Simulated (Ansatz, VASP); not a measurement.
# SnO2 in VASP and in Ansatz

Contents of INCAR:

```
  PREC = Accurate
  ENCUT = 520
  EDIFF = 1E-7
  ISMEAR = 0
  SIGMA = 0.1
  LREAL = False
  LASPH = True
  NELM = 60
  ALGO = Normal
  ISIF = 2
  LWAVE = False
  LCHARG = False
  GGA = PE
  NBANDS = 35
```

File KPOINTS:

```
regular mesh
0
Gamma
  4 4 6
```

POSCAR

```
SnO2
1.0
    4.7648180450      0.0000000000      0.0000000000
    0.0000000000      4.7648180450      0.0000000000
    0.0000000000      0.0000000000      3.2074997700
Sn O
2 4
Direct
    0.5000000000      0.5000000000      0.5000000000
    0.0000000000      0.0000000000      0.0000000000
    0.1940277000      0.8059723000      0.5000000000
    0.8059723000      0.1940277000      0.5000000000
    0.3059723000      0.3059723000      0.0000000000
    0.6940277000      0.6940277000      0.0000000000
```

Input for Ansatz:

```yaml
crystal:
  lattice:
    - [4.764818045, 0.0, 0.0]
    - [0.0, 4.764818045, 0.0]
    - [0.0, 0.0, 3.20749977]
  atoms:
    - { symbol: Sn, position: [0.5, 0.5, 0.5] }
    - { symbol: Sn, position: [0.0, 0.0, 0.0] }
    - { symbol: O, position: [0.1940277, 0.8059723, 0.5] }
    - { symbol: O, position: [0.8059723, 0.1940277, 0.5] }
    - { symbol: O, position: [0.3059723, 0.3059723, 0.0] }
    - { symbol: O, position: [0.6940277, 0.6940277, 0.0] }
basis:
  ecutwfc: 420
kpoints:
  mp_grid: { grid: [4, 4, 6] }
hamiltonian:
  xc: pbe
scf:
  occupations: { method: gaussian, width: 0.1 }
  lower_state_search: "off"
output:
  forces: true
  stress: true
  eigenvalues: true
```

Alike in both runs: task single point; functional PBE; k mesh 4 × 4 × 6; occupations gaussian, width 0.1 eV; no spin polarisation.

|  | VASP | Ansatz |
| --- | --- | --- |
| version | VASP 6.6.1 | Ansatz 0.2.0 |
| potentials or method | VASP PAW PBE potentials, release 64 (Sn_d, O), cutoff 520 eV | scalar-relativistic, plane waves, PAW |
| valence electrons in the cell | 52 | 52 |

```tsv
	VASP	Ansatz	Ansatz less VASP
gap on the k mesh at the Fermi level (eV)	1.04	1.05	+0.011
least direct gap on the mesh (eV)	1.04	1.05	+0.011
pressure (GPa)	7.4	6.8	-0.68
traceless stress, the component that is largest in VASP (GPa)	0.96	0.75	-0.208
rms of the force components (eV/Å)	0.019	0.012	-0.0074
```

Atom by atom the forces differ by 0.007 eV/Å (rms over components).
